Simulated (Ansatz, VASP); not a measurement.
**HfO2 in VASP and in Ansatz**

```
CELL_PARAMETERS angstrom
0.00000 2.55750 2.62144
2.55750 0.00000 2.62144
2.55750 2.55750 0.00000
ATOMIC_POSITIONS crystal
Hf 0.00000 0.00000 0.00000
O 0.25000 0.25000 0.25000
O 0.75000 0.75000 0.75000
```

Change from the starting cell: strain +0.000 along x and y, +0.025 along z, atoms carried along.

Alike in both runs: task single point; functional r2SCAN; k mesh 8 × 8 × 8; occupations gaussian, width 0.05 eV; no spin polarisation.

|  | VASP | Ansatz |
| --- | --- | --- |
| version | VASP 6.6.1 | Ansatz 0.2.0 |
| potentials or method | VASP PAW PBE potentials, release 64 (Hf_pv, O), cutoff 520 eV | scalar-relativistic, plane waves, PAW |
| valence electrons in the cell | 22 | 38 |

|  | VASP | Ansatz | Ansatz less VASP |
| --- | --- | --- | --- |
| gap on the k mesh at the Fermi level (eV) | 4.01 | 4.02 | +0.012 |
| least direct gap on the mesh (eV) | 4.02 | 4.02 | +0.005 |
| pressure (GPa) | -17.3 | -13.9 | +3.41 |
| traceless stress, the component that is largest in VASP (GPa) | -7.67 | -7.56 | +0.117 |

VASP's potentials were made for PBE, not for r2SCAN. With one functional, cell and mesh, what is left measures potentials, basis and numerics. VASP's potentials hold 22 valence electrons a cell and Ansatz's 38, so a difference there can come from the potentials and not from the codes.

Neither program's run includes spin-orbit coupling.
